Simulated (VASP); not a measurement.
Ti4HN: single point with PBEsol

Ti4HN, a slab with vacuum:

```
CELL_PARAMETERS angstrom
2.86791 0.00000 0.00000
0.00000 2.86791 0.00000
0.00000 0.00000 26.08376
ATOMIC_POSITIONS crystal
Ti 0.50000 0.50000 0.32587
Ti 0.00000 0.00000 0.40362
Ti 0.49977 0.49999 0.48367
Ti 0.99956 0.99997 0.56030
N 0.49956 0.49997 0.58060
H 0.49951 0.50003 0.62084
```

```json
{
 "Program": "VASP 6.6.1",
 "Task": "single point",
 "Functional": "PBEsol",
 "Potentials or basis": "VASP PAW PBE potentials, release 64 (Ti_sv, N, H)",
 "Cutoff": "520 eV",
 "k mesh": "10 × 10 × 1",
 "Occupations": "gaussian, width 0.1 eV",
 "Spin": "no spin polarisation",
 "Dipole correction": "yes",
 "Further INCAR settings": "ALGO = Normal; EDIFF = 1e-06; NBANDS = 36"
}
```

```json
{"Largest force": "0.634 eV/Å", "Band gap on the k mesh": "zero (band 27 reaches 1.28 eV, above the bottom of band 28 at 1.04 eV)"}
```

Forces on the atoms (eV/Å):
```
Ti   0.000  0.000  0.634
Ti  -0.001  0.000 -0.621
Ti   0.000  0.000  0.001
Ti   0.001  0.000 -0.041
N    0.000  0.000 -0.015
H    0.000  0.000  0.042
```

Levels at points of the mesh, in eV from the Fermi level:
```tsv
k point	band 24	band 25	band 26	band 27	band 28	band 29	band 30	band 31
(0.00, 0.00, 0.00)	-1.91	-1.31	-0.40	-0.12	0.03	0.45	1.06	1.06
(0.50, 0.00, 0.00)	-0.75	-0.36	-0.12	0.20	0.37	0.44	0.63	0.86
(0.00, 0.50, 0.00)	-0.75	-0.36	-0.12	0.20	0.37	0.44	0.63	0.86
(0.50, 0.50, 0.00)	-1.61	-1.61	-0.82	-0.82	0.72	0.72	1.90	2.04
```

Run time: 14 min on 1 thread of Intel Xeon 6975P-C, on a shared host, peak memory 0.53 GiB.

Caveat: the PAW data sets were made with another functional, which shifts forces and pressure a little.
